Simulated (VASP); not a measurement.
Set up this calculation in VASP 6.6.1, as the native input.

```yaml
Task: single point
Functional: PBEsol
Dispersion: D3(BJ)
Potentials_or_basis: VASP PAW PBE potentials, release 64 (Bi_d)
Cutoff: 520 eV
k_mesh: 18 × 18 × 18
Occupations: gaussian, width 0.15 eV
Spin: no spin polarisation
Dipole_correction: no
Further_INCAR_settings: ALGO = Fast; EDIFF = 1e-06; NBANDS = 14
```

The structure of Bi lies in POSCAR:

```
Bi
1.0
   -1.6277237531      1.6277237531      2.3650826132
    1.6277237531     -1.6277237531      2.3650826132
    1.6277237531      1.6277237531     -2.3650826132
Bi
1
Direct
    0.0000000000      0.0000000000      0.0000000000
```

One way to write it, as run:

INCAR

```
SYSTEM = Bi
  PREC = Accurate
  ENCUT = 520
  EDIFF = 1E-6
  ISMEAR = 0
  SIGMA = 0.15
  LREAL = .FALSE.
  LASPH = .TRUE.
  NELM = 60
  ALGO = Fast
  ISIF = 2
  LWAVE = .FALSE.
  LCHARG = .FALSE.
  GGA = PS
  IVDW = 12
  NBANDS = 14
```

KPOINTS

```
Automatic mesh
0
G
  18 18 18
  0 0 0
```

Potentials or basis: VASP PAW PBE potentials, release 64 (Bi_d).

Run with:

```console
$ cat potpaw_PBE.64/Bi_d/POTCAR > POTCAR
$ mpirun -np 1 vasp_std > vasp.out
```

It gave:

```
Pressure                   : 12.5 GPa
Band gap on the k mesh     : zero (an odd number of electrons rules out a gap without spin polarisation)
Dispersion energy per atom : -0.656 eV
```

Caveat: the cell stands under pressure; the PAW data sets were made with another functional, which shifts forces and pressure a little; spin-orbit coupling is left out, which moves the levels of the heavy elements.

Run time: 2 min on 1 thread of AMD EPYC 9R45 96-Core Processor (Zen 5) (shared host), peak memory 0.25 GiB.
